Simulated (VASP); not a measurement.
Wanted: the native input for a VASP 6.6.1 run.

* Task: single point
* Functional: r2SCAN
* Potentials or basis: VASP PAW PBE potentials, release 64 (Sn_d, O)
* Cutoff: 520 eV
* k mesh: 8 × 8 × 8
* Occupations: gaussian, width 0.01 eV
* Spin: no spin polarisation
* Dipole correction: no
* Further INCAR settings: ALGO = Normal; EDIFF = 1e-06; NBANDS = 20

Crystal: SnO2.

```
Sn O
1.0
     1.59524    0.92101    4.73571
    -1.59524    0.92101    4.73571
     0.00000   -1.84202    4.73571
Sn O
1 2
Cartesian
  0.0000 0.0000 7.1036
  0.0000 0.0000 3.3695
  0.0000 0.0000 10.8376
```

The input as run:

POSCAR

```
SnO2
1.0
    1.5952377128      0.9210108451      4.7357121682
   -1.5952377128      0.9210108451      4.7357121682
    0.0000000000     -1.8420216902      4.7357121682
Sn O
1 2
Direct
    0.5000000000      0.5000000000      0.5000000000
    0.2371700000      0.2371700000      0.2371700000
    0.7628300000      0.7628300000      0.7628300000
```

INCAR.step1

```
SYSTEM = SnO2
PREC = Accurate
ENCUT = 520
ISMEAR = 0
SIGMA = 0.01
LREAL = .FALSE.
LASPH = .TRUE.
NELM = 100
NBANDS = 20
GGA = PE
ALGO = Normal
EDIFF = 1E-4
LWAVE = .TRUE.
LCHARG = .FALSE.
```

INCAR.step2

```
SYSTEM = SnO2
PREC = Accurate
ENCUT = 520
EDIFF = 1E-6
ISMEAR = 0
SIGMA = 0.01
LREAL = .FALSE.
LASPH = .TRUE.
NELM = 100
ALGO = Normal
ISIF = 2
LWAVE = .FALSE.
LCHARG = .FALSE.
METAGGA = R2SCAN
LMIXTAU = .TRUE.
NBANDS = 20
ISTART = 1
```

KPOINTS

```
regular mesh
0
G
  8 8 8
  0 0 0
```

Potentials or basis: VASP PAW PBE potentials, release 64 (Sn_d, O).

Run with:

```console
$ cat potpaw_PBE.64/Sn_d/POTCAR potpaw_PBE.64/O/POTCAR > POTCAR
$ cp INCAR.step1 INCAR
$ mpirun -np 1 vasp_std > vasp.out
$ cp INCAR.step2 INCAR
$ mpirun -np 1 vasp_std > vasp.out
```

It gave:

```json
{
  "Pressure": "0.0 GPa",
  "Largest force": "0.090 eV/Å",
  "Band gap on the k mesh": "2.74 eV, indirect (least direct gap 2.88 eV)"
}
```

Caveat: the PAW data sets were made with another functional, which shifts forces and pressure a little; spin-orbit coupling is left out, which moves the levels of the heavy elements.

Wall time 3.7 min on 1 thread of Intel(R) Xeon(R) 6975P-C (Granite Rapids), with other jobs on the host, peak memory 0.28 GiB.
